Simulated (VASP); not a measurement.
# TiC (Fm-3m) in VASP: notebook, part 2 of 2

VASP 6.6.1. Earlier steps stand in the parts before.

### Step 3. Single point, PBEsol

This run uses another cell than the first one, of 10.47 Å³/atom, 1.040 times its volume.

Input file INCAR:

```
PREC     = Accurate       # precision mode
ENCUT    = 600            # plane-wave cutoff, eV
EDIFF    = 1E-6           # SCF threshold, eV
ISMEAR   = -1             # smearing method
SIGMA    = 0.15           # smearing width, eV
LREAL    = F              # projectors in reciprocal space
LASPH    = T              # aspherical terms in the spheres
NELM     = 120            # most SCF steps
ALGO     = Normal         # electronic algorithm
ISIF     = 2              # what is computed and relaxed
LWAVE    = F              # write WAVECAR
LCHARG   = F              # write CHGCAR
GGA      = PS             # functional
NBANDS   = 15             # bands
GGA_COMPAT= F
```

Input file KPOINTS:

```
Automatic mesh
0
Gamma
  11 11 11
```

Input file POSCAR:

```
TiC
1.0
    0.0000000000      2.1877151007      2.1877151007
    2.1877151007      0.0000000000      2.1877151007
    2.1877151007      2.1877151007      0.0000000000
Ti C
1 1
Direct
    0.0000000000      0.0000000000      0.0000000000
    0.5000000000      0.5000000000      0.5000000000
```

Potentials or basis: VASP PAW PBE potentials, release 64 (Ti_sv, C).

On the command line:

```bash
$ cat potpaw_PBE.64/Ti_sv/POTCAR potpaw_PBE.64/C/POTCAR > POTCAR
$ mpirun -np 1 vasp_std > vasp.out
```

Run time: 30 s. Hardware: 1 thread of Intel Xeon Platinum 8488C (Sapphire Rapids), shared host; peak memory 0.16 GiB.

Results (log left out):

```
Free energy            : -19.7657 eV
Pressure               : -13.4 GPa
Band gap on the k mesh : zero (band 8 reaches 9.60 eV, above the bottom of band 9 at 8.54 eV)
```

Levels at points of the mesh, in eV from the Fermi level:
| k point | band 6 | band 7 | band 8 | band 9 | band 10 | band 11 |
| --- | --- | --- | --- | --- | --- | --- |
| (0.00, 0.00, 0.00) | 0.66 | 0.66 | 0.66 | 1.67 | 1.67 | 1.67 |

Caveat: the PAW data sets were made with another functional, which shifts forces and pressure a little.

### Step 4. Single point, PBEsol

This run uses another cell than the first one, of 10.87 Å³/atom, 1.080 times its volume.

Input file INCAR:

```
ALGO = Normal
EDIFF = 1E-6
ENCUT = 600
GGA = PS
GGA_COMPAT = F
ISIF = 2
ISMEAR = -1
LASPH = T
LCHARG = F
LREAL = F
LWAVE = F
NBANDS = 15
NELM = 120
PREC = Accurate
SIGMA = 0.15
```

Input file KPOINTS:

```
k-points
0
Gamma
  11 11 11
```

Input file POSCAR:

```
TiC
1.0
    0.0000000000      2.2154106370      2.2154106370
    2.2154106370      0.0000000000      2.2154106370
    2.2154106370      2.2154106370      0.0000000000
Ti C
1 1
Direct
    0.0000000000      0.0000000000      0.0000000000
    0.5000000000      0.5000000000      0.5000000000
```

On the command line:

```bash
$ cat potpaw_PBE.64/Ti_sv/POTCAR potpaw_PBE.64/C/POTCAR > POTCAR
$ mpirun -np 1 vasp_std > vasp.out
```

It took 36 s on 1 thread of Intel Xeon Platinum 8488C (Sapphire Rapids), shared host; peak memory 0.16 GiB.

It converged, with:

- Free energy: -19.6807 eV
- Pressure: -20.6 GPa
- Band gap on the k mesh: zero (band 8 reaches 9.16 eV, above the bottom of band 9 at 8.12 eV)

Levels at points of the mesh, in eV from the Fermi level:
```tsv
k point	band 6	band 7	band 8	band 9	band 10	band 11
(0.00, 0.00, 0.00)	0.65	0.65	0.65	1.59	1.59	1.63
```

Caveat: the PAW data sets were made with another functional, which shifts forces and pressure a little.

### Step 5. Single point, PBEsol

This run uses another cell than the first one, of 11.28 Å³/atom, 1.120 times its volume.

Input file INCAR:

```
SYSTEM = TiC
PREC = Accurate ; ENCUT = 600
EDIFF = 1E-6 ; ISMEAR = -1
SIGMA = 0.15 ; LREAL = .False.
LASPH = .True. ; NELM = 120
ALGO = Normal ; ISIF = 2
LWAVE = .False. ; LCHARG = .True.
GGA = PS ; LELF = .True.
LVHAR = .True. ; NBANDS = 15
GGA_COMPAT = .False.
```

Input file KPOINTS:

```
regular mesh
0
Gamma
  11 11 11
  0 0 0
```

Input file POSCAR:

```
TiC
1.0
    0.0000000000      2.2424305028      2.2424305028
    2.2424305028      0.0000000000      2.2424305028
    2.2424305028      2.2424305028      0.0000000000
Ti C
1 1
Direct
    0.0000000000      0.0000000000      0.0000000000
    0.5000000000      0.5000000000      0.5000000000
```

Potentials or basis: VASP PAW PBE potentials, release 64 (Ti_sv, C).

On the command line:

```bash
$ cat potpaw_PBE.64/Ti_sv/POTCAR potpaw_PBE.64/C/POTCAR > POTCAR
$ mpirun -np 1 vasp_std > vasp.out
```

OUTCAR:

```text
SYSTEM = TiC
   PREC = Accurate
   ENCUT = 600
   EDIFF = 1E-6
   ISMEAR = -1
   LREAL = .False.
   LASPH = .True.
   NELM = 120
   ISIF = 2
   GGA = PS

 ion  position               nearest neighbor table
   1  0.000  0.000  0.000-   2 2.24   2 2.24   2 2.24   2 2.24   2 2.24   2 2.24
   2  0.500  0.500  0.500-   1 2.24   1 2.24   1 2.24   1 2.24   1 2.24   1 2.24

  LATTYP: Found a face centered cubic cell.
 ALAT       =     4.4848610056

  Lattice vectors:

[... 609 lines left out ...]
      9       9.4813      0.00022
     10      10.4254      0.00000
     11      11.3182      0.00000
     12      11.8943      0.00000
     13      14.5950      0.00000
     14      18.7354      0.00000
     15      20.7081      0.00000

 [... further k-points ...]
[... 5 lines left out ...]
  --------------------------------------------------------------------------------------
  -------------------------------------------------------------------------------------
  Total       -3.7447705     -3.7447705     -3.7447705      0.0000000      0.0000000     -0.0000000
  in kB     -266.0411484   -266.0411484   -266.0411484      0.0000000      0.0000000     -0.0000000
  external PRESSURE =    -266.0411484 kB  Pullay stress =       0.0000000 kB

 VOLUME and BASIS-vectors are now :
 -----------------------------------------------------------------------------
  energy-cutoff  :      600.00
  volume of cell :       22.55
      direct lattice vectors                 reciprocal lattice vectors
     0.000000000  2.242430503  2.242430503    -0.222972350  0.222972350  0.222972350
     2.242430503  0.000000000  2.242430503     0.222972350 -0.222972350  0.222972350
     2.242430503  2.242430503  0.000000000     0.222972350  0.222972350 -0.222972350

 POSITION                                       TOTAL-FORCE (eV/Angst)
 -----------------------------------------------------------------------------------
      0.00000      0.00000      0.00000         0.000000      0.000000     -0.000000
      2.24243      2.24243      2.24243         0.000000      0.000000      0.000000
 -----------------------------------------------------------------------------------
    total drift:                               -0.000000      0.000000      0.000000

  FREE ENERGIE OF THE ION-ELECTRON SYSTEM (eV)
  ---------------------------------------------------
  free  energy   TOTEN  =       -19.5623565266 eV

  energy  without entropy=      -19.5342653451  energy(sigma->0) =      -19.54831094
```

Run time: 63 s. Hardware: 1 thread of Intel Xeon Platinum 8488C (Sapphire Rapids), shared host; peak memory 0.17 GiB.

Results:

```yaml
Free_energy: -19.5624 eV
Pressure: -26.6 GPa
Band_gap_on_the_k_mesh: zero (band 8 reaches 8.74 eV, above the bottom of band 9 at 7.73 eV)
```

Levels at points of the mesh, in eV from the Fermi level:
| k point | band 5 | band 6 | band 7 | band 8 | band 9 | band 10 | band 11 | band 12 |
| --- | --- | --- | --- | --- | --- | --- | --- | --- |
| (0.00, 0.00, 0.00) | -11.87 | 0.63 | 0.63 | 0.63 | 1.52 | 1.52 | 1.58 | 1.58 |

Caveat: the PAW data sets were made with another functional, which shifts forces and pressure a little.

### Step 6. Overview

```csv
cell,gap on the mesh (eV),pressure (GPa)
"a = 3.054 Å, angles 60.0°, 2 atoms",none,-4.3
"a = 3.094 Å, angles 60.0°, 2 atoms",none,-13.4
"a = 3.133 Å, angles 60.0°, 2 atoms",none,-20.6
"a = 3.171 Å, angles 60.0°, 2 atoms",none,-26.6
```

Alike in all rows: task single point; level PBEsol; potentials or basis VASP PAW PBE potentials, release 64 (Ti_sv, C); no spin polarisation; k mesh 11 × 11 × 11; cutoff (eV) 600; smearing fermi-dirac 0.15 eV.

Caveats: the PAW data sets were made with another functional, which shifts forces and pressure a little.

Total energies depend on the potentials used, so only differences within one code and one set of settings carry meaning.
